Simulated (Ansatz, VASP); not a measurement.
Ir in VASP and in Ansatz

INCAR

```
PREC = Accurate ; ENCUT = 520
EDIFF = 1E-7 ; ISMEAR = 0
SIGMA = 0.15 ; LREAL = F
LASPH = T ; NELM = 80
ALGO = Fast ; ISIF = 2
LWAVE = F ; LCHARG = F
GGA = PS ; NBANDS = 16
```

Contents of KPOINTS:

```
regular mesh
0
Gamma
  18 18 12
```

Contents of POSCAR:

```
Ir
1.0
    2.7513778946      0.0206353342      0.0000000000
   -1.3578182236      2.3724454850      0.0000000000
    0.0000000000      0.0000000000      4.4622900000
Ir
2
Direct
    0.6666666667      0.3333333333      0.7500000000
    0.3333333333      0.6666666667      0.2500000000
```

Input for Ansatz:

```yaml
crystal:
  lattice:
    - [2.7513778946, 0.0206353342, 0.0]
    - [-1.3578182236, 2.372445485, 0.0]
    - [0.0, 0.0, 4.46229]
  atoms:
    - { symbol: Ir, position: [0.6666666667, 0.3333333333, 0.75] }
    - { symbol: Ir, position: [0.3333333333, 0.6666666667, 0.25] }
basis:
  ecutwfc: 420
kpoints:
  mp_grid: { grid: [18, 18, 12] }
hamiltonian:
  xc: pbesol
scf:
  occupations: { method: gaussian, width: 0.15 }
output:
  forces: true
  stress: true
  eigenvalues: true
  write_density: true
  write_potential: true
  elf: true
  volumetric_format: npy
```

Change from the starting cell: strain +0.0150 x Voigt [0, 0, 0, 0, 0, 1], atoms carried along.

Alike in both runs: task single point; functional PBEsol; k mesh 18 × 18 × 12; occupations gaussian, width 0.15 eV; no spin polarisation.

|  | VASP | Ansatz |
| --- | --- | --- |
| version | VASP 6.6.1 | Ansatz 0.2.0 |
| potentials or method | VASP PAW PBE potentials, release 64 (Ir), cutoff 520 eV | scalar-relativistic, plane waves, PAW |
| valence electrons in the cell | 18 | 34 |

Ansatz gave:

* gap on the k mesh at the Fermi level (eV): none
* pressure (GPa): -12.4
* traceless stress, the component that is largest in VASP (GPa): -2.92
* rms of the force components (eV/Å): 0.010

**Question.** Estimate VASP's values.

**Answer.** gap on the k mesh at the Fermi level (eV): none; pressure (GPa): -11.7; traceless stress, the component that is largest in VASP (GPa): -2.92; rms of the force components (eV/Å): 0.011.

VASP's potentials were made for PBE, not for PBEsol. Atom by atom the forces differ by 0.001 eV/Å (rms over components). A gap of «none» marks a metal or a gap that the smearing closes. VASP's potentials hold 18 valence electrons a cell and Ansatz's 34, so a difference there can come from the potentials and not from the codes.

Spin-orbit coupling is off throughout.
